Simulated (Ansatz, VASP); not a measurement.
**One calculation of Pd, two programs**

```
CELL_PARAMETERS angstrom
2.70617 0.00000 0.00000
-1.35308 2.34361 0.00000
0.00000 0.00000 8.93225
ATOMIC_POSITIONS crystal
Pd 0.66667 0.33333 0.75000
Pd 0.00000 0.00000 0.50000
Pd 0.33333 0.66667 0.25000
Pd 0.00000 0.00000 0.00000
```

Change from the starting cell: volume scaled by 0.94.

Alike in both runs: task single point; functional PBEsol; k mesh 11 × 11 × 3; occupations fermi-dirac, width 0.05 eV; no spin polarisation.

|  | VASP | Ansatz |
| --- | --- | --- |
| version | VASP 6.6.1 | Ansatz 0.2.0 |
| potentials or method | VASP PAW PBE potentials, release 64 (Pd), cutoff 520 eV | all-electron LAPW, scalar-relativistic |

|  | VASP | Ansatz | Ansatz less VASP |
| --- | --- | --- | --- |
| gap on the k mesh at the Fermi level (eV) | none | none | - |
| pressure (GPa) | 6.1 | 6.5 | +0.35 |
| traceless stress, the component that is largest in VASP (GPa) | -0.44 | -0.41 | +0.031 |

VASP's potentials were made for PBE, not for PBEsol. A gap of «none» marks a metal or a gap that the smearing closes. Ansatz ran all-electron here, and VASP with PAW potentials.
